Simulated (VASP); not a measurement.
# H (Fm-3m) in VASP: a series of runs

Runs on H. Level: PBE. Tasks: single point.

Everything below comes from runs of VASP 6.6.1. Logs are shortened: lines on timing, memory, paths and dates and some standing lists are left out, and cuts for length are marked.

### 1 The cell of the first run

The structure is cubic, space group Fm-3m (No. 225). The conventional cell has a = 2.284 Å, b = 2.284 Å, c = 2.284 Å, α = 90.00°, β = 90.00°, γ = 90.00°. Within 2.1 Å of H (site symmetry m-3m) lie 12 H at 1.62 Å.

### 2 Single point, PBE

Contents of INCAR:

```
PREC     = Accurate       # precision mode
ENCUT    = 500            # plane-wave cutoff, eV
EDIFF    = 1E-6           # SCF threshold, eV
ISMEAR   = 0              # smearing method
SIGMA    = 0.1            # smearing width, eV
LREAL    = False          # projectors in reciprocal space
LASPH    = True           # aspherical terms in the spheres
NELM     = 120            # most SCF steps
ALGO     = Normal         # electronic algorithm
ISIF     = 2              # what is computed and relaxed
LWAVE    = False          # write WAVECAR
LCHARG   = False          # write CHGCAR
GGA      = PE             # functional
NBANDS   = 6              # bands
GGA_COMPAT= False
```

Contents of KPOINTS:

```
Automatic mesh
0
Gamma
  8 8 8
```

Contents of POSCAR:

```
H
1.0
    0.0000000000      1.1420839185      1.1420839185
    1.1420839185      0.0000000000      1.1420839185
    1.1420839185      1.1420839185      0.0000000000
H
1
Direct
    0.0000000000      0.0000000000      0.0000000000
```

Potentials or basis: VASP PAW PBE potentials, release 64 (H).

Command:

```console
> cat potpaw_PBE.64/H/POTCAR > POTCAR
> mpirun -np 1 vasp_std > vasp.out
```

OUTCAR:

```text
PREC = Accurate
   ENCUT = 500
   EDIFF = 1E-6
   ISMEAR = 0
   LREAL = False
   LASPH = True
   NELM = 120
   ISIF = 2
   GGA = PE

 ion  position               nearest neighbor table
   1  0.000  0.000  0.000-

  LATTYP: Found a face centered cubic cell.
 ALAT       =     2.2841678370

  Lattice vectors:

 A1 = (   0.0000000000,   1.1420839185,   1.1420839185)
 A2 = (   1.1420839185,   0.0000000000,   1.1420839185)
 A3 = (   1.1420839185,   1.1420839185,   0.0000000000)

Analysis of symmetry for initial positions (statically):
=====================================================================
 Subroutine PRICEL returns:
 Original cell was already a primitive cell.

 Routine SETGRP: Setting up the symmetry group for a
 face centered cubic supercell.

 Subroutine GETGRP returns: Found 48 space group operations
 (whereof 48 operations were pure point group operations)
 out of a pool of 48 trial point group operations.

The static configuration has the point symmetry O_h .

Analysis of symmetry for dynamics (positions and initial velocities):
=====================================================================
 Subroutine PRICEL returns:
 Original cell was already a primitive cell.

 Routine SETGRP: Setting up the symmetry group for a
 face centered cubic supercell.

 Subroutine GETGRP returns: Found 48 space group operations
 (whereof 48 operations were pure point group operations)
 out of a pool of 48 trial point group operations.

The dynamic configuration has the point symmetry O_h .

 Subroutine INISYM returns: Found 48 space group operations
 (whereof 48 operations are pure point group operations),
 and found     1 'primitive' translations

----------------------------------------------------------------------------------------

                                     Primitive cell

  volume of cell :       2.9794

  direct lattice vectors                    reciprocal lattice vectors
     0.000000000  1.142083919  1.142083919    -0.437796200  0.437796200  0.437796200
     1.142083919  0.000000000  1.142083919     0.437796200 -0.437796200  0.437796200
     1.142083919  1.142083919  0.000000000     0.437796200  0.437796200 -0.437796200

  length of vectors
     1.615150567  1.615150567  1.615150567     0.758285262  0.758285262  0.758285262

  position of ions in fractional coordinates (direct lattice)
     0.000000000  0.000000000  0.000000000

  ion indices of the primitive-cell ions
   primitive index   ion index
                 1           1

----------------------------------------------------------------------------------------

 KPOINTS: Automatic mesh

Automatic generation of k-mesh.
 Grid dimensions read from file:
 generate k-points for:    8    8    8

 Generating k-lattice:

  Cartesian coordinates                     Fractional coordinates (reciprocal lattice)
    -0.054724525  0.054724525  0.054724525     0.125000000  0.000000000  0.000000000
     0.054724525 -0.054724525  0.054724525     0.000000000  0.125000000  0.000000000
     0.054724525  0.054724525 -0.054724525     0.000000000  0.000000000  0.125000000

  Length of vectors
     0.094785658  0.094785658  0.094785658

  Shift w.r.t. Gamma in fractional coordinates (k-lattice)
     0.000000000  0.000000000  0.000000000

 Subroutine IBZKPT returns following result:
 ===========================================

 Found     29 irreducible k-points:

 Following reciprocal coordinates:
            Coordinates               Weight
  0.000000  0.000000  0.000000      1.000000
  0.125000  0.000000  0.000000      8.000000
  0.250000  0.000000  0.000000      8.000000
  0.375000  0.000000  0.000000      8.000000
  0.500000  0.000000  0.000000      4.000000
  0.125000  0.125000  0.000000      6.000000
[... 16 lines left out ...]
  0.500000  0.250000  0.125000     48.000000
 -0.375000  0.250000  0.125000     24.000000
 [... further k-points ...]
   k-points           NKPTS =     29   k-points in BZ     NKDIM =     29   number of bands    NBANDS=      6
   number of dos      NEDOS =    301   number of ions     NIONS =      1
   total plane-waves  NPLWV =   1728
   dimension x,y,z NGX =    12 NGY =   12 NGZ =   12
   dimension x,y,z NGXF=    24 NGYF=   24 NGZF=   24
   ions per type =               1
   NGX,Y,Z   is equivalent  to a cutoff of  12.35, 12.35, 12.35 a.u.
   NGXF,Y,Z  is equivalent  to a cutoff of  24.70, 24.70, 24.70 a.u.
 SYSTEM =  unknown system
   PREC   = accura    normal or accurate (medium, high low for compatibility)
   ISTART =      0    job   : 0-new  1-cont  2-samecut
   ICHARG =      2    charge: 1-file 2-atom 10-const
   ISPIN  =      1    spin polarized calculation?
   LNONCOLLINEAR =      F non collinear calculations
   LSORBIT =      F    spin-orbit coupling
   LASPH  =      T    aspherical Exc in radial PAW
   ENCUT  =  500.0 eV  36.75 Ry    6.06 a.u.   2.94  2.94  2.94*2*pi/ulx,y,z
   NELM   =    120;   NELMIN=  2; NELMDL= -5     # of ELM steps
   EDIFF  = 0.1E-05   stopping-criterion for ELM
   LREAL  =      F    real-space projection
   EDIFFG = 0.1E-04   stopping-criterion for IOM
   NSW    =      0    number of steps for IOM
   IBRION =     -1    ionic relax: 0-MD 1-quasi-New 2-CG
   NFREE  =      0    steps in history (QN), initial steepest desc. (CG)
   ISIF   =      2    stress and relaxation
   ISYM   =      2    0-nonsym 1-usesym 2-fastsym
   POTIM  = 0.5000    time-step for ionic-motion
   TEBEG  =    0.0;   TEEND  =   0.0 temperature during run
   PSTRESS=    0.0 pullay stress
   NELECT =       1.0000    total number of electrons
   NUPDOWN=      -1.0000    fix difference up-down
   EMIN   =  10.00;   EMAX   =-10.00  energy-range for DOS
   EFERMI =   0.00;   METHOD = LEGACY
   ISMEAR =     0;   SIGMA  =   0.10  broadening in eV -4-tet -1-fermi 0-gaus
   EFERMI_NEDOS =   21; number of points for ismear=-14 and -15
   IALGO  =     38    algorithm
   IMIX   =      4    mixing-type and parameters
     AMIX     =   0.40;   BMIX     =  1.00
     AMIX_MAG =   1.60;   BMIX_MAG =  1.00
  volume/ion in A,a.u.               =       2.98        20.11
  Fermi-wavevector in a.u.,A,eV,Ry     =   1.137715  2.149970 17.611319  1.294395
  Thomas-Fermi vector in A             =   2.274420
   LORBIT       =      0    0 simple, 1 ext, 2 COOP (PROOUT), +10 PAW based schemes
   GGA     = PE    functional components
   LHFCALC =     F    Hartree Fock is set to
   AEXX    =    0.0000 exact exchange contribution
   IVDW    =     0    specifies the selected vdW correction
   LEPSILON=     F    determine dielectric tensor
   LRPA    =     F    only Hartree local field effects (RPA)
 non-spin polarized calculation
 Gauss-broadening in eV      SIGMA  =   0.10
  energy-cutoff  :      500.00
  volume of cell :        2.98
 maximum number of plane-waves:        84
   NGX =  5   NGY =  5   NGZ =  5

 number of electron       1.0000000 magnetization

 Free energy of the ion-electron system (eV)
  ---------------------------------------------------
  ext. energy  EPLUGINS =         0.00000000
  ---------------------------------------------------
  free energy    TOTEN  =        -2.13976885 eV

  energy without entropy =       -2.13910750  energy(sigma->0) =       -2.13943817

 E-fermi :   1.8956     XC(G=0): -11.0975

 val. band max:        1.8955750616   @ k =   0.3750   0.3750   0.0000
 cond. band min:       3.4682722680   @ k =   0.5000   0.3750   0.1250
 fundamental gap:      1.5726972064
 Fermi energy:         1.8955794685

 k-point     1 :       0.0000    0.0000    0.0000
  band No.  band energies     occupation
      1     -13.5054      2.00000
      2      58.1328      0.00000
      3      73.6348      0.00000
      4      73.6348      0.00000
      5      73.6348      0.00000
      6      77.0127      0.00000

 k-point     2 :       0.1250    0.0000    0.0000
  band No.  band energies     occupation
      1     -12.1956      2.00000
      2      50.0140      0.00000
      3      63.6411      0.00000
      4      69.2515      0.00000
      5      69.2515      0.00000
      6      80.3878      0.00000

 k-point     3 :       0.2500    0.0000    0.0000
  band No.  band energies     occupation
      1      -8.2946      2.00000
      2      34.6938      0.00000
      3      59.2925      0.00000
      4      66.0991      0.00000
      5      66.0991      0.00000
      6      79.5084      0.00000

 k-point     4 :       0.3750    0.0000    0.0000
  band No.  band energies     occupation
      1      -1.9909      2.00000
      2      20.8092      0.00000
      3      57.4830      0.00000
      4      65.4065      0.00000
      5      65.4065      0.00000
      6      73.6790      0.00000

 k-point     5 :       0.5000    0.0000    0.0000
  band No.  band energies     occupation
      1       3.9469      0.00000
      2      12.2949      0.00000
      3      57.0377      0.00000
      4      66.1202      0.00000
      5      66.1202      0.00000
      6      70.3883      0.00000

 k-point     6 :       0.1250    0.1250    0.0000
  band No.  band energies     occupation
      1     -11.7585      2.00000
      2      51.1671      0.00000
      3      62.6579      0.00000
      4      62.6579      0.00000
      5      65.0599      0.00000
      6      77.6530      0.00000

 k-point     7 :       0.2500    0.1250    0.0000
  band No.  band energies     occupation
      1      -8.7197      2.00000
      2      40.3237      0.00000
      3      54.2681      0.00000
      4      58.6288      0.00000
      5      66.3138      0.00000
      6      72.9455      0.00000

 k-point     8 :       0.3750    0.1250    0.0000
  band No.  band energies     occupation
      1      -3.1843      2.00000
      2      26.1632      0.00000
      3      50.5590      0.00000
      4      57.2650      0.00000
      5      59.8246      0.00000
      6      79.9073      0.00000
[... 91 lines left out ...]
 k-point    19 :       0.5000    0.3750    0.0000
  band No.  band energies     occupation
      1       7.6401      0.00000
      2      23.2695      0.00000
      3      33.2179      0.00000
      4      46.2402      0.00000
      5      47.8702      0.00000
      6      61.8056      0.00000

 k-point    20 :      -0.3750    0.3750    0.0000
  band No.  band energies     occupation
      1      11.2420      0.00000
      2      22.4387      0.00000
      3      23.3113      0.00000
      4      48.2494      0.00000
      5      50.1090      0.00000
      6      78.0401      0.00000

 k-point    21 :       0.5000    0.5000    0.0000
  band No.  band energies     occupation
      1      10.3224      0.00000
      2      18.8389      0.00000
      3      40.9504      0.00000
      4      46.5222      0.00000
      5      46.5222      0.00000
      6      48.8545      0.00000

 k-point    22 :       0.3750    0.2500    0.1250
  band No.  band energies     occupation
      1      -4.8521      2.00000
      2      35.0058      0.00000
      3      42.2226      0.00000
      4      54.3942      0.00000
      5      67.3253      0.00000
      6      71.1402      0.00000

 k-point    23 :       0.5000    0.2500    0.1250
  band No.  band energies     occupation
      1       1.3623      2.00000
      2      23.9056      0.00000
      3      38.5423      0.00000
      4      47.5845      0.00000
      5      68.0343      0.00000
      6      75.2873      0.00000

 k-point    24 :      -0.3750    0.2500    0.1250
  band No.  band energies     occupation
      1       7.0574      0.00000
      2      15.8907      0.00000
      3      38.5347      0.00000
      4      44.6867      0.00000
      5      69.2897      0.00000
      6      71.5321      0.00000

 [... further k-points ...]
[... 5 lines left out ...]
  --------------------------------------------------------------------------------------
  -------------------------------------------------------------------------------------
  Total       -0.0132534     -0.0132534     -0.0132534     -0.0000000     -0.0000000      0.0000000
  in kB       -7.1271374     -7.1271374     -7.1271374     -0.0000000     -0.0000000      0.0000000
  external PRESSURE =      -7.1271374 kB  Pullay stress =       0.0000000 kB

 VOLUME and BASIS-vectors are now :
 -----------------------------------------------------------------------------
  energy-cutoff  :      500.00
  volume of cell :        2.98
      direct lattice vectors                 reciprocal lattice vectors
     0.000000000  1.142083919  1.142083919    -0.437796200  0.437796200  0.437796200
     1.142083919  0.000000000  1.142083919     0.437796200 -0.437796200  0.437796200
     1.142083919  1.142083919  0.000000000     0.437796200  0.437796200 -0.437796200

 POSITION                                       TOTAL-FORCE (eV/Angst)
 -----------------------------------------------------------------------------------
      0.00000      0.00000      0.00000         0.000000      0.000000      0.000000
 -----------------------------------------------------------------------------------
    total drift:                                0.000000     -0.000000      0.000000

  FREE ENERGIE OF THE ION-ELECTRON SYSTEM (eV)
  ---------------------------------------------------
  free  energy   TOTEN  =        -2.1397688478 eV

  energy  without entropy=       -2.1391074995  energy(sigma->0) =       -2.13943817
```

It took 1.7 s on 1 thread of Intel Xeon 8259CL, shared host; peak memory 0.1 GiB.

What came out:

| Item | Value |
| --- | --- |
| Free energy | -2.1398 eV |
| Pressure | -0.7 GPa |

Levels at points of the mesh, in eV from the Fermi level:
```csv
k point,band 1,band 2
"(0.00, 0.00, 0.00)",-15.40,56.24
"(0.50, 0.00, 0.00)",2.05,10.40
"(0.50, 0.50, 0.00)",8.43,16.94
```

Caveat: the k points lie up to 0.60 Å⁻¹ apart.

### 3 Single point, PBE

This run uses another cell than the first one, of 2.96 Å³/atom, 0.994 times its volume.

Contents of INCAR:

```
SYSTEM = H
ALGO = Normal
EDIFF = 1E-6
ENCUT = 500
GGA = PE
GGA_COMPAT = .False.
ISIF = 2
ISMEAR = 0
LASPH = .True.
LCHARG = .False.
LREAL = .False.
LWAVE = .False.
NBANDS = 6
NELM = 120
PREC = Accurate
SIGMA = 0.1
```

Contents of KPOINTS:

```
k-points
0
Gamma
  12 12 12
  0 0 0
```

Contents of POSCAR:

```
H
1.0
    0.0000000000      1.1397638572      1.1397638572
    1.1397638572      0.0000000000      1.1397638572
    1.1397638572      1.1397638572      0.0000000000
H
1
Direct
    0.0000000000      0.0000000000      0.0000000000
```

Potentials or basis: VASP PAW PBE potentials, release 64 (H).

Command:

```console
> cat potpaw_PBE.64/H/POTCAR > POTCAR
> mpirun -np 1 vasp_std > vasp.out
```

OUTCAR:

```text
SYSTEM = H
   EDIFF = 1E-6
   ENCUT = 500
   GGA = PE
   ISIF = 2
   ISMEAR = 0
   LASPH = .True.
   LREAL = .False.
   NELM = 120
   PREC = Accurate

 ion  position               nearest neighbor table
   1  0.000  0.000  0.000-

  LATTYP: Found a face centered cubic cell.
 ALAT       =     2.2795277144

  Lattice vectors:

 A1 = (   0.0000000000,   1.1397638572,   1.1397638572)
 A2 = (   1.1397638572,   0.0000000000,   1.1397638572)
 A3 = (   1.1397638572,   1.1397638572,   0.0000000000)

Analysis of symmetry for initial positions (statically):
=====================================================================
 Subroutine PRICEL returns:
 Original cell was already a primitive cell.

 Routine SETGRP: Setting up the symmetry group for a
 face centered cubic supercell.

 Subroutine GETGRP returns: Found 48 space group operations
 (whereof 48 operations were pure point group operations)
 out of a pool of 48 trial point group operations.

The static configuration has the point symmetry O_h .

Analysis of symmetry for dynamics (positions and initial velocities):
=====================================================================
[... 152 lines left out ...]
  free energy    TOTEN  =        -2.15139729 eV

  energy without entropy =       -2.15059389  energy(sigma->0) =       -2.15099559

 E-fermi :   2.4263     XC(G=0): -11.1223

 val. band max:        2.3327719492   @ k =   0.5000   0.2500   0.0833
 cond. band min:       2.6099928123   @ k =  -0.4167   0.0833   0.0000
 fundamental gap:      0.2772208631
 Fermi energy:         2.4263489488

 k-point     1 :       0.0000    0.0000    0.0000
  band No.  band energies     occupation
      1     -13.5330      2.00000
      2      58.4330      0.00000
      3      73.9612      0.00000
      4      73.9612      0.00000
      5      73.9612      0.00000
      6      77.3414      0.00000
[... 199 lines left out ...]
 k-point    24 :      -0.4167    0.1667    0.0000
  band No.  band energies     occupation
      1       5.3413      0.00000
      2      15.1633      0.00000
      3      41.6754      0.00000
      4      56.8070      0.00000
      5      58.4868      0.00000
      6      79.5624      0.00000

 [... further k-points ...]
[... 5 lines left out ...]
  --------------------------------------------------------------------------------------
  -------------------------------------------------------------------------------------
  Total       -0.0156043     -0.0156043     -0.0156043     -0.0000000      0.0000000     -0.0000000
  in kB       -8.4426891     -8.4426891     -8.4426891     -0.0000000      0.0000000     -0.0000000
  external PRESSURE =      -8.4426891 kB  Pullay stress =       0.0000000 kB

 VOLUME and BASIS-vectors are now :
 -----------------------------------------------------------------------------
  energy-cutoff  :      500.00
  volume of cell :        2.96
      direct lattice vectors                 reciprocal lattice vectors
     0.000000000  1.139763857  1.139763857    -0.438687362  0.438687362  0.438687362
     1.139763857  0.000000000  1.139763857     0.438687362 -0.438687362  0.438687362
     1.139763857  1.139763857  0.000000000     0.438687362  0.438687362 -0.438687362

 POSITION                                       TOTAL-FORCE (eV/Angst)
 -----------------------------------------------------------------------------------
      0.00000      0.00000      0.00000         0.000000      0.000000     -0.000000
 -----------------------------------------------------------------------------------
    total drift:                                0.000000     -0.000000      0.000000

  FREE ENERGIE OF THE ION-ELECTRON SYSTEM (eV)
  ---------------------------------------------------
  free  energy   TOTEN  =        -2.1513972918 eV

  energy  without entropy=       -2.1505938864  energy(sigma->0) =       -2.15099559
```

OSZICAR:

```text
N       E                     dE             d eps       ncg     rms          rms(c)
DAV:   1    -0.214361914104E+01   -0.21436E+01   -0.16376E+02  1098   0.594E+01
DAV:   2    -0.215144056843E+01   -0.78214E-02   -0.78197E-02  1098   0.194E+00
DAV:   3    -0.215144085655E+01   -0.28812E-06   -0.28803E-06  1026   0.113E-02
DAV:   4    -0.215144085638E+01    0.16793E-09   -0.10594E-11  1074   0.190E-05
DAV:   5    -0.215144085653E+01   -0.15027E-09    0.12587E-14   882   0.813E-08    0.343E-01
DAV:   6    -0.215145882742E+01   -0.17971E-04   -0.60791E-06   960   0.180E-02    0.206E-01
DAV:   7    -0.215139746232E+01    0.61365E-04   -0.14025E-05   984   0.226E-02    0.328E-03
DAV:   8    -0.215139729179E+01    0.17053E-06   -0.35239E-08   618   0.115E-03
   1 F= -.21513973E+01 E0= -.21509956E+01  d E =-.803405E-03
```

stdout:

```text
POSCAR found type information on POSCAR H
 POSCAR found :  1 types and       1 ions
 scaLAPACK will be used
 LDA part: xc-table for (Slater+PW92), standard interpolation
 POSCAR, INCAR and KPOINTS ok, starting setup
 FFT: planning ... GRIDC
 FFT: planning ... GRID_SOFT
 FFT: planning ... GRID
 WAVECAR not read
 entering main loop
```

It took 2.3 s on 1 thread of Intel Xeon 8259CL, shared host; peak memory 0.1 GiB.

What came out:

- Free energy: -2.1514 eV
- Pressure: -0.8 GPa

Levels at points of the mesh, in eV from the Fermi level:
| k point | band 1 | band 2 |
| --- | --- | --- |
| (0.00, 0.00, 0.00) | -15.96 | 56.01 |
| (0.50, 0.00, 0.00) | 1.58 | 9.93 |
| (0.50, 0.50, 0.00) | 7.98 | 16.51 |

Caveat: the k points lie up to 0.40 Å⁻¹ apart.
